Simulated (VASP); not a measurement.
Write the native input for VASP 6.6.1 that does the following.

```yaml
Task: single point
Functional: PBEsol
Potentials_or_basis: VASP PAW PBE potentials, release 64 (Ta_pv, In_d, Se)
Cutoff: 520 eV
k_mesh: 6 × 6 × 1
Occupations: gaussian, width 0.1 eV
Spin: no spin polarisation
Dipole_correction: no
Further_INCAR_settings: ALGO = Normal; EDIFF = 1e-07; NBANDS = 58
```

The structure of Ta3In2Se6 lies in POSCAR:

```
Ta3In2Se6
1.0
    3.4389446425      0.0000000000      0.0000000000
   -1.7194723212      2.9782134226      0.0000000000
    0.0000000000      0.0000000000     25.4137973398
Ta In Se
3 2 6
Direct
    0.0000000000      0.0000000000      0.0000000000
    0.0000000000      0.0000000000      0.6704900948
    0.0000000000      0.0000000000      0.3295099052
    0.0000000000      0.0000000000      0.1666955159
    0.0000000000      0.0000000000      0.8333044841
    0.6666666667      0.3333333333      0.0654362331
    0.6666666667      0.3333333333      0.7359634280
    0.6666666667      0.3333333333      0.3940879468
    0.6666666667      0.3333333333      0.9345637669
    0.6666666667      0.3333333333      0.6059120532
    0.6666666667      0.3333333333      0.2640365720
```

These files were run (other wordings do the same):

INCAR

```
  PREC = Accurate
  ENCUT = 520
  EDIFF = 1E-7
  ISMEAR = 0
  SIGMA = 0.1
  LREAL = F
  LASPH = T
  NELM = 80
  ALGO = Normal
  ISIF = 2
  LWAVE = F
  LCHARG = F
  GGA = PS
  NBANDS = 58
```

KPOINTS

```
regular mesh
0
Gamma
  6 6 1
```

Potentials or basis: VASP PAW PBE potentials, release 64 (Ta_pv, In_d, Se).

Run with:

```sh
$ cat potpaw_PBE.64/Ta_pv/POTCAR potpaw_PBE.64/In_d/POTCAR potpaw_PBE.64/Se/POTCAR > POTCAR
$ mpirun -np 1 vasp_std > vasp.out
```

Results of the run:

- Pressure: 0.4 GPa
- Largest force: 0.068 eV/Å

Caveat: the PAW data sets were made with another functional, which shifts forces and pressure a little; this functional lacks dispersion, which binds the layers, so the pressure and a relaxed spacing across them are unreliable.

Run time: 3 min on 1 thread of AMD EPYC 9R45 (Zen 5), on a shared host, peak memory 0.39 GiB.
